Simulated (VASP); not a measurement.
Here is a VASP 6.6.1 calculation.

INCAR

```
PREC = Accurate ; ENCUT = 520
EDIFF = 1E-6 ; ISMEAR = 0
SIGMA = 0.1 ; LREAL = False
LASPH = True ; NELM = 100
ALGO = Normal ; ISIF = 2
LWAVE = False ; LCHARG = False
GGA = PS ; IVDW = 12
NBANDS = 35
```

KPOINTS

```
regular mesh
0
Gamma
  12 10 6
```

POSCAR

```
VClO
1.0
    2.9995645646      0.0000000000      0.0000000000
    0.0000000000      3.8143879173      0.0000000000
    0.0000000000      0.0000000000      7.1692090359
V Cl O
2 2 2
Direct
    0.0000000000      0.5000000000      0.0927208714
    0.5000000000      0.0000000000      0.9072791286
    0.5000000000      0.5000000000      0.3375020939
    0.0000000000      0.0000000000      0.6624979061
    0.5000000000      0.5000000000      0.8996617690
    0.0000000000      0.0000000000      0.1003382310
```

Potentials or basis: VASP PAW PBE potentials, release 64 (V_sv, Cl, O).

Command:

```sh
$ cat potpaw_PBE.64/V_sv/POTCAR potpaw_PBE.64/Cl/POTCAR potpaw_PBE.64/O/POTCAR > POTCAR
$ mpirun -np 1 vasp_std > vasp.out
```

(1) Predict the largest force.

(2) Predict the pressure.

## Answers

(1) 0.060 eV/Å.

(2) 0.3 GPa.

Caveat: the PAW data sets were made with another functional, which shifts forces and pressure a little; the run has no spin polarisation, though such a crystal can be magnetic.
